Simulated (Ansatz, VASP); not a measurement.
## Two plane-wave programs on Ag3IO

```
CELL_PARAMETERS angstrom
4.65864 0.00000 0.00000
0.00000 4.65864 0.00000
0.00000 0.00000 4.65864
ATOMIC_POSITIONS crystal
Ag 0.50000 0.00000 0.00000
Ag 0.00000 0.50000 0.00000
Ag 0.00000 0.00000 0.50000
I 0.50000 0.50000 0.50000
O 0.00000 0.00000 0.00000
```

Alike in both runs: functional PBE; k mesh 4 × 4 × 4; occupations gaussian, width 0.1 eV; no spin polarisation.

Ansatz relaxed the structure, and its values are those at the end. VASP's run is a single point on that final structure, the one shown.

|  | VASP | Ansatz |
| --- | --- | --- |
| version | VASP 6.6.1 | Ansatz 0.2.0 |
| potentials or method | VASP PAW PBE potentials, release 64 (Ag, I, O), cutoff 520 eV | scalar-relativistic, plane waves, PAW |
| valence electrons in the cell | 46 | 80 |

```csv
,VASP,Ansatz,Ansatz less VASP
gap on the k mesh at the Fermi level (eV),none,none,-
pressure (GPa),-0.1,0.0,+0.09
```

A gap of «none» marks a metal or a gap that the smearing closes. The functional is the same, so the differences come from potentials, cutoffs and numerics. VASP's potentials hold 46 valence electrons a cell and Ansatz's 80, so a difference there can come from the potentials and not from the codes.

Neither program's run includes spin-orbit coupling.
